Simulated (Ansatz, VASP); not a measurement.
**Nb: VASP beside Ansatz**

```
Nb
1.0
     0.00000    2.08276    2.08276
     2.08276    0.00000    2.08276
     2.08276    2.08276    0.00000
Nb
1
Cartesian
  0.0000 0.0000 0.0000
```

Alike in both runs: task relaxation of cell and atoms; functional PBEsol; k mesh 22 × 22 × 22; occupations gaussian, width 0.1 eV; no spin polarisation.

|  | VASP | Ansatz |
| --- | --- | --- |
| version | VASP 6.6.1 | Ansatz 0.2.0 |
| potentials or method | VASP PAW PBE potentials, release 64 (Nb_sv), cutoff 500 eV | scalar-relativistic, plane waves, PAW |
| valence electrons in the cell | 13 | 13 |

VASP gave:

```
gap on the k mesh at the Fermi level, each at its own relaxed structure (eV) : none
relaxed volume (Å³/atom)                                                     : 18.10
relaxed cell length with the largest relative difference (Å)                 : 2.947
```

Problem. Estimate Ansatz's values.

Solution. gap on the k mesh at the Fermi level, each at its own relaxed structure (eV): none; relaxed volume (Å³/atom): 18.14; relaxed cell length with the largest relative difference (Å): 2.949.

VASP's potentials were made for PBE, not for PBEsol. A gap of «none» marks a metal or a gap that the smearing closes.
